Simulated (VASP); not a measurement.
Here is a VASP 6.6.1 calculation.

The input INCAR:

```
SYSTEM = HfNb2O7
ALGO     = Normal         ! electronic algorithm
EDIFF    = 1E-6           ! SCF threshold, eV
ENCUT    = 520            ! plane-wave cutoff, eV
GGA      = PE             ! functional
ISIF     = 2              ! what is computed and relaxed
ISMEAR   = -1             ! smearing method
ISYM     = 0            
LASPH    = .TRUE.         ! aspherical terms in the spheres
LCHARG   = .FALSE.        ! write CHGCAR
LREAL    = Auto         
LWAVE    = .FALSE.        ! write WAVECAR
NBANDS   = 94             ! bands
NELM     = 60             ! most SCF steps
PREC     = Accurate       ! precision mode
SIGMA    = 0.131          ! smearing width, eV
```

KPOINTS

```
k-points
0
G
  1 1 1
  0 0 0
```

POSCAR

```
HfNb2O7
1.0
    6.4007650000      0.1927990000     -0.0525750000
    0.1927990000      6.7053110000     -0.0913760000
   -0.0525750000     -0.0913760000      6.5638380000
Hf O Nb
2 14 4
Direct
    0.2799403654      0.7994864404      0.0975687910
    0.0718177977      0.2637899647      0.3202717515
    0.9821306602      0.7148142986      0.9902051804
    0.5616874158      0.2347018737      0.8813017375
    0.9558534605      0.5363227849      0.4147003668
    0.3756870943      0.2475311490      0.4419697980
    0.7785497228      0.7990617682      0.5782620351
    0.5543134083      0.9044955816      0.1987200500
    0.1118146890      0.9204050255      0.2940126778
   -0.0197608962      0.1688615647      0.6432808008
    0.3271756662      0.5244211624      0.2286719704
    0.6910125164      0.5250583808      0.1460477418
    0.7774695847      0.1435985991      0.2740612930
    0.1869260692      0.2051268139      0.0391266978
    0.1766560093      0.4908762553      0.7239762770
    0.2846686527      0.8975638426      0.7773763228
    0.7999011731      0.7941506855      0.2956517387
    0.5419011188      0.3044266501      0.1601116208
    0.2767029390      0.1962187572      0.7332433162
    1.0494063187      0.7345905303      0.7187932550
```

Potentials or basis: VASP PAW PBE potentials, release 64 (Hf_pv, O, Nb_sv).

Command:

```sh
$ cat potpaw_PBE.64/Hf_pv/POTCAR potpaw_PBE.64/O/POTCAR potpaw_PBE.64/Nb_sv/POTCAR > POTCAR
$ mpirun -np 1 vasp_gam > vasp.out
```

Task: What does it give for the pressure?

Result: -0.5 GPa.

Task: Predict the band gap on the k mesh.

Result: 2.24 eV.

Task: Estimate the largest force.

Result: 4.100 eV/Å.

Stress tensor (GPa, compression positive):
```
 4.11 -1.51  2.53
-1.51 -5.51  3.65
 2.53  3.65  0.02
```

Caveat: the k points lie up to 0.98 Å⁻¹ apart; spin-orbit coupling is left out, which moves the levels of the heavy elements.
